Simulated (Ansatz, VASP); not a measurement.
SrCl2 in VASP and in Ansatz

Contents of INCAR:

```
SYSTEM = SrCl2
  PREC = Accurate
  ENCUT = 520
  EDIFF = 1E-7
  ISMEAR = -1
  SIGMA = 0.02
  LREAL = .False.
  LASPH = .True.
  NELM = 80
  ALGO = Normal
  ISIF = 2
  LWAVE = .False.
  LCHARG = .True.
  GGA = PE
  LELF = .True.
  LVHAR = .True.
  NBANDS = 19
```

File KPOINTS:

```
Automatic mesh
0
Gamma
  6 6 6
  0 0 0
```

File POSCAR:

```
SrCl2
1.0
    4.4072489055      0.0000000000      0.0000000000
   -2.2036244528      3.8167895130      0.0000000000
    0.0000000000      0.0000000000      5.4779880476
Sr Cl
1 2
Direct
    0.0000000000      0.0000000000      0.0000000000
    0.3333333333      0.6666666667      0.2526730144
    0.6666666667      0.3333333333      0.7473269856
```

Input for Ansatz:

```yaml
crystal:
  lattice:
    - [4.4072489055, 0.0, 0.0]
    - [-2.2036244528, 3.816789513, 0.0]
    - [0.0, 0.0, 5.4779880476]
  atoms:
    - { symbol: Sr, position: [0.0, 0.0, 0.0] }
    - { symbol: Cl, position: [0.3333333333, 0.6666666667, 0.2526730144] }
    - { symbol: Cl, position: [0.6666666667, 0.3333333333, 0.7473269856] }
kpoints:
  mp_grid: { grid: [6, 6, 6] }
  band_path:
    path:
      - [0.0, 0.0, 0.0]
      - [0.5, 0.0, 0.0]
      - [0.3333333333, 0.3333333333, 0.0]
      - [0.0, 0.0, 0.5]
      - [0.5, 0.0, 0.5]
      - [0.3333333333, 0.3333333333, 0.5]
    npoints: 1
hamiltonian:
  xc: pbe
scf:
  occupations: { method: fermi_dirac, width: 0.02 }
  n_extra_bands: 4
output:
  forces: true
  stress: true
  eigenvalues: true
```

Change from the starting cell: uniaxial_z strain -2.1%.

Alike in both runs: task single point; functional PBE; k mesh 6 × 6 × 6; occupations fermi-dirac, width 0.02 eV; no spin polarisation.

|  | VASP | Ansatz |
| --- | --- | --- |
| version | VASP 6.6.1 | Ansatz 0.2.0 |
| potentials or method | VASP PAW PBE potentials, release 64 (Sr_sv, Cl) | plane waves, PAW |
| plane-wave cutoff (eV) | 520 | 420 |
| valence electrons in the cell | 24 | 24 |

|  | VASP | Ansatz | Ansatz less VASP |
| --- | --- | --- | --- |
| gap on the k mesh at the Fermi level (eV) | 5.13 | 5.13 | +0.004 |
| pressure (GPa) | 1.6 | 1.5 | -0.10 |
| traceless stress, the component that is largest in VASP (GPa) | 0.10 | 0.13 | +0.036 |
| rms of the force components (eV/Å) | 0.008 | 0.002 | -0.0059 |

Atom by atom the forces differ by 0.011 eV/Å (rms over components).
